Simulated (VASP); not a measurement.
# W (Im-3m) in VASP: a series of runs

W is run at these levels: LDA; tasks: single point.

Program: VASP 6.6.1. These are calculated values, not measurements. Logs are shortened: lines on timing, memory, paths and dates and some standing lists are left out, and cuts for length are marked.

### Step 1. The cell of the first run

Symmetry: Im-3m, No. 229, cubic system. The conventional cell has a = 3.143 Å, b = 3.143 Å, c = 3.143 Å, α = 90.00°, β = 90.00°, γ = 90.00°. Within 3.6 Å of W (site symmetry m-3m) lie 14 W at 2.72 to 3.14 Å.

### Step 2. Single point, LDA, non-collinear spin, zero start, spin-orbit coupling

Input file INCAR:

```
SYSTEM = W
ALGO = Fast ; EDIFF = 1E-6
ENCUT = 520 ; GGA_COMPAT = .False.
ISIF = 2 ; ISMEAR = -1
LASPH = .True. ; LCHARG = .True.
LMAXMIX = 4 ; LORBIT = 11
LORBMOM = .True. ; LREAL = .False.
LSORBIT = .True. ; LVHAR = .True.
LWAVE = .False. ; MAGMOM = 0 0 0
NBANDS = 25 ; NELM = 150
PREC = Accurate ; SIGMA = 0.05
```

Input file KPOINTS:

```
k-points
0
Gamma
  12 12 12
  0 0 0
```

Input file POSCAR:

```
W
1.0
   -1.5717249149      1.5717249149      1.5717249149
    1.5717249149     -1.5717249149      1.5717249149
    1.5717249149      1.5717249149     -1.5717249149
W
1
Direct
    0.0000000000      0.0000000000      0.0000000000
```

Potentials or basis: VASP PAW LDA potentials, release 64 (W_sv).

On the command line:

```sh
$ cat potpaw_LDA.64/W_sv/POTCAR > POTCAR
$ mpirun -np 1 vasp_ncl > vasp.out
```

OUTCAR:

```text
SYSTEM = W
   EDIFF = 1E-6
   ENCUT = 520
   ISIF = 2
   ISMEAR = -1
   LASPH = .True.
   LORBIT = 11
   LREAL = .False.
   LSORBIT = .True.
   NELM = 150
   PREC = Accurate

 ion  position               nearest neighbor table
   1  0.000  0.000  0.000-

  LATTYP: Found a body centered cubic cell.
 ALAT       =     3.1434498298

  Lattice vectors:

 A1 = (  -1.5717249149,   1.5717249149,   1.5717249149)
 A2 = (   1.5717249149,  -1.5717249149,   1.5717249149)
 A3 = (   1.5717249149,   1.5717249149,  -1.5717249149)

Analysis of symmetry for initial positions (statically):
=====================================================================
 Subroutine PRICEL returns:
 Original cell was already a primitive cell.

 Routine SETGRP: Setting up the symmetry group for a
 body centered cubic supercell.

 Subroutine GETGRP returns: Found 48 space group operations
 (whereof 48 operations were pure point group operations)
 out of a pool of 48 trial point group operations.

The static configuration has the point symmetry O_h .

Analysis of symmetry for dynamics (positions and initial velocities):
=====================================================================
 Subroutine PRICEL returns:
 Original cell was already a primitive cell.

 Routine SETGRP: Setting up the symmetry group for a
 body centered cubic supercell.

 Subroutine GETGRP returns: Found 48 space group operations
 (whereof 48 operations were pure point group operations)
 out of a pool of 48 trial point group operations.

The dynamic configuration has the point symmetry O_h .

Analysis of structural, dynamic, and magnetic symmetry:
=====================================================================
 Subroutine PRICEL returns:
 Original cell was already a primitive cell.

 Routine SETGRP: Setting up the symmetry group for a
 body centered cubic supercell.

 Subroutine GETGRP returns: Found 48 space group operations
 (whereof 48 operations were pure point group operations)
 out of a pool of 48 trial point group operations.

The overall configuration has the point symmetry O_h .

 Subroutine INISYM returns: Found 48 space group operations
 (whereof 48 operations are pure point group operations),
 and found     1 'primitive' translations

----------------------------------------------------------------------------------------

                                     Primitive cell

  volume of cell :      15.5306

  direct lattice vectors                    reciprocal lattice vectors
    -1.571724915  1.571724915  1.571724915     0.000000000  0.318121826  0.318121826
     1.571724915 -1.571724915  1.571724915     0.318121826  0.000000000  0.318121826
     1.571724915  1.571724915 -1.571724915     0.318121826  0.318121826  0.000000000

  length of vectors
     2.722307408  2.722307408  2.722307408     0.449892201  0.449892201  0.449892201

  position of ions in fractional coordinates (direct lattice)
     0.000000000  0.000000000  0.000000000

  ion indices of the primitive-cell ions
   primitive index   ion index
                 1           1

----------------------------------------------------------------------------------------

 KPOINTS: k-points

Automatic generation of k-mesh.
 Grid dimensions read from file:
 generate k-points for:   12   12   12

 Generating k-lattice:

  Cartesian coordinates                     Fractional coordinates (reciprocal lattice)
     0.000000000  0.026510152  0.026510152     0.083333333  0.000000000  0.000000000
     0.026510152  0.000000000  0.026510152     0.000000000  0.083333333  0.000000000
     0.026510152  0.026510152  0.000000000     0.000000000  0.000000000  0.083333333

  Length of vectors
     0.037491017  0.037491017  0.037491017

  Shift w.r.t. Gamma in fractional coordinates (k-lattice)
     0.000000000  0.000000000  0.000000000
[... 43 lines left out ...]
   ISTART =      0    job   : 0-new  1-cont  2-samecut
   ICHARG =      2    charge: 1-file 2-atom 10-const
   ISPIN  =      1    spin polarized calculation?
   LNONCOLLINEAR =      T non collinear calculations
   LSORBIT =      T    spin-orbit coupling
   LASPH  =      T    aspherical Exc in radial PAW
   ENCUT  =  520.0 eV  38.22 Ry    6.18 a.u.   5.06  5.06  5.06*2*pi/ulx,y,z
   NELM   =    150;   NELMIN=  2; NELMDL= -5     # of ELM steps
   EDIFF  = 0.1E-05   stopping-criterion for ELM
   LREAL  =      F    real-space projection
   EDIFFG = 0.1E-04   stopping-criterion for IOM
   NSW    =      0    number of steps for IOM
   IBRION =     -1    ionic relax: 0-MD 1-quasi-New 2-CG
   NFREE  =      0    steps in history (QN), initial steepest desc. (CG)
   ISIF   =      2    stress and relaxation
   ISYM   =      2    0-nonsym 1-usesym 2-fastsym
   POTIM  = 0.5000    time-step for ionic-motion
   TEBEG  =    0.0;   TEEND  =   0.0 temperature during run
   PSTRESS=    0.0 pullay stress
   NELECT =      14.0000    total number of electrons
   NUPDOWN=      -1.0000    fix difference up-down
   EMIN   =  10.00;   EMAX   =-10.00  energy-range for DOS
   EFERMI =   0.00;   METHOD = LEGACY
   ISMEAR =    -1;   SIGMA  =   0.05  broadening in eV -4-tet -1-fermi 0-gaus
   EFERMI_NEDOS =   21; number of points for ismear=-14 and -15
   IALGO  =     68    algorithm
   IMIX   =      4    mixing-type and parameters
     AMIX     =   0.40;   BMIX     =  1.00
     AMIX_MAG =   1.60;   BMIX_MAG =  1.00
  volume/ion in A,a.u.               =      15.53       104.81
  Fermi-wavevector in a.u.,A,eV,Ry     =   1.581446  2.988499 34.027773  2.500971
  Thomas-Fermi vector in A             =   2.681520
   LORBIT       =     11    0 simple, 1 ext, 2 COOP (PROOUT), +10 PAW based schemes
   GGA     = CA    functional components
   LHFCALC =     F    Hartree Fock is set to
   AEXX    =    0.0000 exact exchange contribution
   IVDW    =     0    specifies the selected vdW correction
   LEPSILON=     F    determine dielectric tensor
   LRPA    =     F    only Hartree local field effects (RPA)
 RMM-DIIS sequential band-by-band and
  energy-cutoff  :      520.00
  volume of cell :       15.53
 maximum number of plane-waves:       860
   NGX = 11   NGY = 11   NGZ = 11

 number of electron      14.0000005 magnetization      -0.0000000      0.0000000     -0.0000000

 number of electron      14.0000005 magnetization       0.0000000      0.0000000      0.0000000

 number of electron      14.0000005 magnetization       0.0000000     -0.0000000      0.0000000

 number of electron      14.0000005 magnetization      -0.0000000     -0.0000000     -0.0000000

 Free energy of the ion-electron system (eV)
  ---------------------------------------------------
  ext. energy  EPLUGINS =         0.00000000
  ---------------------------------------------------
  free energy    TOTEN  =       -14.94381568 eV

  energy without entropy =      -14.93889334  energy(sigma->0) =      -14.94135451

 E-fermi :  11.6245     XC(G=0): -13.9419

 val. band max:       11.5968734538   @ k =   0.4167   0.0000   0.0000
 cond. band min:      11.6592030036   @ k =   0.1667   0.0000   0.0000
 fundamental gap:      0.0623295498
 Fermi energy:        11.6245358384

 k-point     1 :       0.0000    0.0000    0.0000
  band No.  band energies     occupation
      1     -62.1013      1.00000
      2     -62.1013      1.00000
      3     -31.9968      1.00000
      4     -31.9968      1.00000
      5     -22.9628      1.00000
      6     -22.9628      1.00000
[... 661 lines left out ...]
     24      23.9988      0.00000
     25      28.1227      0.00000

 [... further k-points ...]
[... 5 lines left out ...]
  --------------------------------------------------------------------------------------
  -------------------------------------------------------------------------------------
  Total        0.0029933      0.0029933      0.0029933     -0.0000000     -0.0000000      0.0000000
  in kB        0.3088004      0.3088004      0.3088004     -0.0000000     -0.0000000      0.0000000
  external PRESSURE =       0.3088004 kB  Pullay stress =       0.0000000 kB

 VOLUME and BASIS-vectors are now :
 -----------------------------------------------------------------------------
  energy-cutoff  :      520.00
  volume of cell :       15.53
      direct lattice vectors                 reciprocal lattice vectors
    -1.571724915  1.571724915  1.571724915     0.000000000  0.318121826  0.318121826
     1.571724915 -1.571724915  1.571724915     0.318121826  0.000000000  0.318121826
     1.571724915  1.571724915 -1.571724915     0.318121826  0.318121826  0.000000000

 POSITION                                       TOTAL-FORCE (eV/Angst)
 -----------------------------------------------------------------------------------
      0.00000      0.00000      0.00000         0.000000     -0.000000     -0.000000
 -----------------------------------------------------------------------------------
    total drift:                                0.000000      0.000000      0.000000

  FREE ENERGIE OF THE ION-ELECTRON SYSTEM (eV)
  ---------------------------------------------------
  free  energy   TOTEN  =       -14.9438156817 eV

  energy  without entropy=      -14.9388933359  energy(sigma->0) =      -14.94135451

 orbital moment (x)

 # of ion     p       d       tot
 ----------------------------------------
  1         0.000  -0.000  -0.000
 ----------------------------------------
            0.000  -0.000  -0.000

 orbital moment (y)

 # of ion     p       d       tot
 ----------------------------------------
  1         0.000   0.000   0.000
 ----------------------------------------
            0.000   0.000   0.000

 orbital moment (z)

 # of ion     p       d       tot
 ----------------------------------------
  1         0.000   0.000   0.000
 ----------------------------------------
            0.000   0.000   0.000

 Spin-Orbit-Coupling matrix elements

 Ion:    1  E_soc:     -1.6557933
 l=   1
     0.0000000    -0.2325934    -0.2325934
    -0.2325934     0.0000000    -0.2325934
    -0.2325934    -0.2325934     0.0000000
 l=   2
     0.0000000    -0.0110529     0.0000000    -0.0110529    -0.0323192
    -0.0110529     0.0000000    -0.0242394    -0.0110529    -0.0080798
     0.0000000    -0.0242394     0.0000000    -0.0242394     0.0000000
    -0.0110529    -0.0110529    -0.0242394     0.0000000    -0.0080798
    -0.0323192    -0.0080798     0.0000000    -0.0080798     0.0000000
 l=   3
     0.0000000     0.0000000     0.0000000     0.0000000     0.0000000     0.0000000     0.0000000
     0.0000000     0.0000000     0.0000000     0.0000000     0.0000000     0.0000000     0.0000000
     0.0000000     0.0000000     0.0000000     0.0000000     0.0000000     0.0000000     0.0000000
     0.0000000     0.0000000     0.0000000     0.0000000     0.0000000     0.0000000     0.0000000
     0.0000000     0.0000000     0.0000000     0.0000000     0.0000000     0.0000000     0.0000000
     0.0000000     0.0000000     0.0000000     0.0000000     0.0000000     0.0000000     0.0000000
     0.0000000     0.0000000     0.0000000     0.0000000     0.0000000     0.0000000     0.0000000

 total charge

# of ion       s       p       d       tot
------------------------------------------
    1        2.410   6.346   3.434  12.191

 magnetization (x)

# of ion       s       p       d       tot
------------------------------------------
    1       -0.000   0.000  -0.000  -0.000

 magnetization (y)

# of ion       s       p       d       tot
------------------------------------------
    1        0.000   0.000   0.000   0.000

 magnetization (z)

# of ion       s       p       d       tot
------------------------------------------
    1       -0.000   0.000  -0.000  -0.000
```

Wall time 47 s (1 thread of Intel Xeon Platinum 8259CL at 2.50GHz (Skylake/Cascade Lake), shared host); peak memory 0.17 GiB.

What came out:

```yaml
Free_energy: -14.9438 eV
Pressure: 0.0 GPa
Net_moment: 0.00 μB per cell
Valence_electrons_inside_the_program's_atomic_spheres: W 12.19
```

Moments on the atoms (μB; x, y, z):
```
W   0.00 0.00 0.00
```

### Step 3. Single point, LDA, non-collinear spin, zero start, spin-orbit coupling

This run uses another cell than the first one, of 15.85 Å³/atom, 1.020 times its volume.

Input file INCAR:

```
SYSTEM = W
  ALGO = Normal
  EDIFF = 1E-6
  ENCUT = 520
  GGA = CA
  GGA_COMPAT = .False.
  ISIF = 2
  ISMEAR = -1
  LASPH = .True.
  LCHARG = .True.
  LMAXMIX = 4
  LORBIT = 11
  LORBMOM = .True.
  LREAL = .False.
  LSORBIT = .True.
  LVHAR = .True.
  LWAVE = .False.
  MAGMOM = 0 0 0
  NBANDS = 25
  NELM = 150
  PREC = Accurate
  SIGMA = 0.05
```

KPOINTS is that of step 2.

Input file POSCAR:

```
W
1.0
   -1.5823450000      1.5823450000      1.5823450000
    1.5823450000     -1.5823450000      1.5823450000
    1.5823450000      1.5823450000     -1.5823450000
W
1
Direct
    0.0000000000      0.0000000000      0.0000000000
```

Potentials or basis: VASP PAW LDA potentials, release 64 (W_sv).

On the command line:

```sh
$ cat potpaw_LDA.64/W_sv/POTCAR > POTCAR
$ mpirun -np 1 vasp_ncl > vasp.out
```

It took 32 s on 1 thread of Intel Xeon Platinum 8259CL at 2.50GHz (Skylake/Cascade Lake), shared host; peak memory 0.17 GiB.

It converged, with:

```
Free energy                                           : -14.9377 eV
Pressure                                              : -6.2 GPa
Net moment                                            : 0.00 μB per cell
Valence electrons inside the program's atomic spheres : W 12.14
```

Moments on the atoms (μB; x, y, z):
```
W   0.00 0.00 0.00
```

[end of part 1 of 2]
